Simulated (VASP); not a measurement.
Set up this calculation in VASP 6.6.1, as the native input.

- Task: single point
- Functional: LDA
- Potentials or basis: VASP PAW LDA potentials, release 64 (Be, Ni)
- Cutoff: 520 eV
- k mesh: 9 × 9 × 9
- Occupations: gaussian, width 0.3 eV
- Spin: collinear spin, ferromagnetic start
- Starting moments: [0.05, 0.63] μB
- Fixed moment: 0.7 μB
- Dipole correction: no
- Further INCAR settings: ALGO = Normal; EDIFF = 1e-06; NBANDS = 17

The structure of BeNi lies in POSCAR:

```
BeNi
1.0
    2.5870000000      0.0000000000      0.0000000000
    0.0000000000      2.5870000000      0.0000000000
    0.0000000000      0.0000000000      2.5870000000
Be Ni
1 1
Direct
    0.0000000000      0.0000000000      0.0000000000
    0.5000000000      0.5000000000      0.5000000000
```

One way to write it, as run:

INCAR

```
SYSTEM = BeNi
PREC     = Accurate       ! precision mode
ENCUT    = 520            ! plane-wave cutoff, eV
EDIFF    = 1E-6           ! SCF threshold, eV
ISMEAR   = 0              ! smearing method
SIGMA    = 0.3            ! smearing width, eV
LREAL    = .False.        ! projectors in reciprocal space
LASPH    = .True.         ! aspherical terms in the spheres
NELM     = 150            ! most SCF steps
ALGO     = Normal         ! electronic algorithm
ISIF     = 2              ! what is computed and relaxed
LWAVE    = .False.        ! write WAVECAR
LCHARG   = .True.         ! write CHGCAR
ISPIN    = 2              ! spin polarisation
MAGMOM   = 0.05 0.63      ! initial moments
LORBIT   = 11             ! projections on sites
NUPDOWN  = 0.7            ! fixed moment
LMAXMIX  = 4              ! l up to which the mixer works
GGA      = CA             ! functional
LELF     = .True.         ! ELF
LVHAR    = .True.       
NBANDS   = 17             ! bands
```

KPOINTS

```
Automatic mesh
0
Gamma
  9 9 9
  0 0 0
```

Potentials or basis: VASP PAW LDA potentials, release 64 (Be, Ni).

Launch:

```bash
$ cat potpaw_LDA.64/Be/POTCAR potpaw_LDA.64/Ni/POTCAR > POTCAR
$ mpirun -np 1 vasp_std > vasp.out
```

It gave:

```json
{
 "Pressure": "-3.1 GPa",
 "Net moment": "0.70 μB per cell",
 "Site moments": "Be +0.05; Ni +0.60 μB",
 "Valence electrons inside the program's atomic spheres": "Be 1.15; Ni 9.57"
}
```

Caveat: the total moment is fixed, so each spin has its own Fermi level.

It used 22 s of CPU time on 1 thread of AMD EPYC 7R13 Processor (Zen 3) (shared host).
